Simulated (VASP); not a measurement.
Set up this calculation in VASP 6.6.1, as the native input.

```
Task                   : single point
Functional             : LDA
Potentials or basis    : VASP PAW LDA potentials, release 64 (Si, O)
Cutoff                 : 520 eV
k mesh                 : 6 × 6 × 6
Occupations            : gaussian, width 0.05 eV
Spin                   : no spin polarisation
Dipole correction      : no
Further INCAR settings : ALGO = Normal; EDIFF = 1e-06; NBANDS = 40
```

The structure of Si4O7 (a cell with a defect) lies in POSCAR:

```
Si4O7
1.0
    0.0000000000      4.1548619959     -2.6614337333
    0.0000000000     -4.1548619959     -2.6614337333
   -4.1548619959      0.0000000000      2.6614337333
Si O
4 7
Direct
    0.2500000000      0.7500000000      0.5000000000
    0.7500000000      0.2500000000      0.5000000000
    0.0000000000      0.0000000000      1.0000000000
    0.5000000000      0.5000000000      1.0000000000
    1.0000000000      0.3055647994      0.3055647994
    0.5555647994      0.7500000000      0.8055647994
    0.0555647994      0.2500000000      0.8055647994
    0.0000000000      0.6944352006      0.6944352006
    0.4574530525      0.2430440008      0.7004970532
    0.9444352006      0.7500000000      0.1944352006
    0.4444352006      0.2500000000      0.1944352006
```

This cell differs from its parent crystal: atom 9 moved -0.125 of the way to it and -0.250 Å across, host rigid.

These files were run (other wordings do the same):

INCAR

```
ALGO     = Normal         # electronic algorithm
EDIFF    = 1E-6           # SCF threshold, eV
ENCUT    = 520            # plane-wave cutoff, eV
GGA      = CA             # functional
ISIF     = 2              # what is computed and relaxed
ISMEAR   = 0              # smearing method
LASPH    = T              # aspherical terms in the spheres
LCHARG   = F              # write CHGCAR
LREAL    = F              # projectors in reciprocal space
LWAVE    = F              # write WAVECAR
NBANDS   = 40             # bands
NELM     = 80             # most SCF steps
PREC     = Accurate       # precision mode
SIGMA    = 0.05           # smearing width, eV
```

KPOINTS

```
k-points
0
Gamma
  6 6 6
```

Potentials or basis: VASP PAW LDA potentials, release 64 (Si, O).

Run with:

```bash
$ cat potpaw_LDA.64/Si/POTCAR potpaw_LDA.64/O/POTCAR > POTCAR
$ mpirun -np 1 vasp_std > vasp.out
```

Results of the run:

```
Pressure               : 3.9 GPa
Largest force          : 9.796 eV/Å
Band gap on the k mesh : 2.11 eV
```

Caveat: the cell differs from its parent crystal (atom 9 moved -0.125 of the way to it and -0.250 Å across, host rigid).

Wall time 11 min on 1 thread of AMD EPYC 7R13, on a shared host, peak memory 0.27 GiB.
